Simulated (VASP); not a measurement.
Set up this calculation in VASP 6.6.1, as the native input.

* Task: single point
* Functional: PBE
* Potentials or basis: VASP PAW PBE potentials, release 64 (Ca_sv, Mg, S)
* Cutoff: 520 eV
* k mesh: 3 × 3 × 1
* Occupations: gaussian, width 0.05 eV
* Spin: no spin polarisation
* Dipole correction: no
* Further INCAR settings: ALGO = Normal; EDIFF = 1e-06; NBANDS = 67

The structure of Ca10Mg2S lies in POSCAR:

```
Ca10Mg2S
1.0
    6.6066120000      0.0000000000      0.0000000000
    0.0000000000      6.2102690000      0.0000000000
    0.0000000000      0.0000000000     22.6012710000
Ca Mg S
10 2 1
Direct
    0.6491483078      0.5001883171      0.2064853786
    0.1555099649      0.4995579096      0.1125409717
    0.6781056614      0.5000000805      0.0442452993
    0.9920338897     -0.0013023590      0.1952313213
    0.4973425108     -0.0000008051      0.1196647304
    0.0474261240      0.4901673341      0.4661388291
    0.6135622918      0.5132056276      0.3702161263
    0.1514364700      0.4972246774      0.2842510052
    0.5236497921      0.0290818320      0.4586859297
    1.0135424935     -0.0044672783      0.3612471175
    0.0000000000      0.0000000000      0.0442452993
    0.5003856742      0.0029689535      0.2866879035
    0.6457700255      0.4303694413      0.4875167861
```

The input as run:

INCAR

```
  ALGO = Normal
  EDIFF = 1E-6
  ENCUT = 520
  GGA = PE
  ISIF = 2
  ISMEAR = 0
  LASPH = T
  LCHARG = F
  LREAL = F
  LWAVE = F
  NBANDS = 67
  NELM = 60
  PREC = Accurate
  SIGMA = 0.05
```

KPOINTS

```
k-points
0
Gamma
  3 3 1
```

Potentials or basis: VASP PAW PBE potentials, release 64 (Ca_sv, Mg, S).

The run is started by

```sh
$ cat potpaw_PBE.64/Ca_sv/POTCAR potpaw_PBE.64/Mg/POTCAR potpaw_PBE.64/S/POTCAR > POTCAR
$ mpirun -np 1 vasp_std > vasp.out
```

Results of the run:

```
Largest force          : 0.350 eV/Å
Band gap on the k mesh : zero (bands 55 and 56 overlap by 0.16 eV)
```

Caveat: there is no dipole correction, which matters where the two faces differ.

Run time: 19 min on 1 thread of Intel(R) Xeon(R) Platinum 8259CL CPU @ 2.50GHz (Skylake/Cascade Lake) (shared host), peak memory 0.9 GiB.
